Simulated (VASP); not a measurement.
Here is a VASP 6.6.1 calculation.

Contents of INCAR:

```
SYSTEM = GaC
  PREC = Accurate
  ENCUT = 600
  EDIFF = 1E-6
  ISMEAR = 0
  SIGMA = 0.1
  LREAL = .False.
  LASPH = .True.
  NELM = 120
  ALGO = Normal
  ISIF = 2
  LWAVE = .False.
  LCHARG = .False.
  GGA = PE
  NBANDS = 16
  GGA_COMPAT = .False.
```

File KPOINTS:

```
Automatic mesh
0
Gamma
  20 20 20
  0 0 0
```

The input POSCAR:

```
GaC
1.0
    2.8110239836      0.0000000000      0.0000000000
    0.0000000000      2.8110239836      0.0000000000
    0.0000000000      0.0000000000      2.8110239836
Ga C
1 1
Direct
    0.0000000000      0.0000000000      0.0000000000
    0.5000000000      0.5000000000      0.5000000000
```

Potentials or basis: VASP PAW PBE potentials, release 64 (Ga_d, C).

Command:

```console
$ cat potpaw_PBE.64/Ga_d/POTCAR potpaw_PBE.64/C/POTCAR > POTCAR
$ mpirun -np 1 vasp_std > vasp.out
```

(1) What does it give for the pressure?

(2) Predict the band gap on the k mesh.

Results:

(1) 0.3 GPa.

(2) zero (an odd number of electrons rules out a gap without spin polarisation).
